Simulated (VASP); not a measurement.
The system is AlN.

```
CELL_PARAMETERS angstrom
3.07093 0.00000 0.00000
-1.53546 2.65950 0.00000
0.00000 0.00000 4.91368
ATOMIC_POSITIONS crystal
Al 0.66667 0.33333 0.50000
Al 0.33333 0.66667 0.00000
N 0.66667 0.33333 0.88000
N 0.33333 0.66667 0.38000
```

This cell differs from its parent crystal: volume scaled by 0.96.

Program: VASP 6.6.1. Alike in all runs: task single point; potentials or basis VASP PAW PBE potentials, release 64 (Al, N); no spin polarisation; cell as given; k mesh 10 × 10 × 6; cutoff (eV) 520; smearing fermi-dirac 0.05 eV.

Order these runs on this cell by their pressure, lowest first.
A. level BLYP
B. level PBE+D4
C. level PBEsol
D. level SVWN5
E. level PBE exchange alone

D (4.8 GPa), B (7.6 GPa), C (9.2 GPa), A (16.5 GPa), E (28.1 GPa).

Caveats: the PAW data sets were made with another functional, which shifts forces and pressure a little (some runs).
